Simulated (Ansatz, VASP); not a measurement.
## Two plane-wave programs on V

```
V
1.0
    -1.51300    1.51300    1.51300
     1.51300   -1.51300    1.51300
     1.51300    1.51300   -1.51300
V
1
Direct
  0.00000 0.00000 0.00000
```

Alike in both runs: task single point; functional PBE; k mesh 22 × 22 × 22; occupations gaussian, width 0.15 eV; no spin polarisation.

|  | VASP | Ansatz |
| --- | --- | --- |
| version | VASP 6.6.1 | Ansatz 0.2.0 |
| potentials or method | VASP PAW PBE potentials, release 64 (V_sv), cutoff 520 eV | scalar-relativistic, plane waves, PAW |
| valence electrons in the cell | 13 | 13 |

Ansatz gave:

- gap on the k mesh at the Fermi level (eV): none
- pressure (GPa): -4.9

What did VASP give for the same quantities?

gap on the k mesh at the Fermi level (eV): none; pressure (GPa): -4.7.

A gap of «none» marks a metal or a gap that the smearing closes. The functional is the same, so the differences come from potentials, cutoffs and numerics.
